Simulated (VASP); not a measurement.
Write the native input for VASP 6.6.1 that does the following.

* Task: single point
* Functional: PBE
* Potentials or basis: VASP PAW PBE potentials, release 64 (W_sv, C)
* Cutoff: 520 eV
* k mesh: 2 × 2 × 2
* Occupations: fermi-dirac, width 0.3 eV
* Spin: no spin polarisation
* Dipole correction: no
* Further INCAR settings: LREAL = Auto; ALGO = Normal; EDIFF = 1e-07; NBANDS = 86

The structure of WC lies in POSCAR:

```
WC
1.0
   -2.9386520000     -5.0898950000      0.0000000000
    4.5304680000     -2.6156660000      0.0000000000
    0.0000000000      0.0000000000      6.0000630000
W C
8 8
Direct
    0.7303408074      0.4399804776     -0.0037666271
    0.7333927043      0.4835893196      0.4975447758
    0.4549630243     -0.0543701001     -0.0250830700
    0.4612437030     -0.0149797481      0.5325944078
    0.2446073371      0.4571968813      0.0080665820
    0.2449675562      0.4701444529      0.4892448629
   -0.0521670788     -0.0246113405     -0.0206331167
   -0.0146490260     -0.0429863735      0.4948114711
    0.4881662716      0.6192629085      0.2603639328
    0.4696623393      0.6452918711      0.7316089848
    0.2235083940      0.0916270436      0.2586139512
    0.1897655426      0.1058289986      0.7556253993
   -0.0416722143      0.6320406333      0.2288642636
   -0.0248592929      0.6184012754      0.7827751142
    0.7115087657      0.0919058820      0.2487307217
    0.7139722845      0.1295486652      0.7247257237
```

One way to write it, as run:

INCAR

```
SYSTEM = WC
PREC = Accurate
ENCUT = 520
EDIFF = 1E-7
ISMEAR = -1
SIGMA = 0.3
LREAL = Auto
LASPH = .True.
NELM = 80
ALGO = Normal
ISIF = 2
LWAVE = .False.
LCHARG = .False.
GGA = PE
NBANDS = 86
```

KPOINTS

```
Automatic mesh
0
Gamma
  2 2 2
  0 0 0
```

Potentials or basis: VASP PAW PBE potentials, release 64 (W_sv, C).

The run is started by

```sh
$ cat potpaw_PBE.64/W_sv/POTCAR potpaw_PBE.64/C/POTCAR > POTCAR
$ mpirun -np 1 vasp_std > vasp.out
```

It gave:

* Pressure: -18.7 GPa
* Largest force: 6.269 eV/Å
* Band gap on the k mesh: zero (band 72 reaches 10.07 eV, above the bottom of band 73 at 9.96 eV)

Caveat: the k points lie up to 0.60 Å⁻¹ apart; spin-orbit coupling is left out, which moves the levels of the heavy elements; forces of over 1 eV/Å act on the atoms, so gaps and moduli don't describe the material at rest.

It took 3.3 min on 1 thread of Intel(R) Xeon(R) 6975P-C (Granite Rapids) (shared host), peak memory 0.32 GiB.
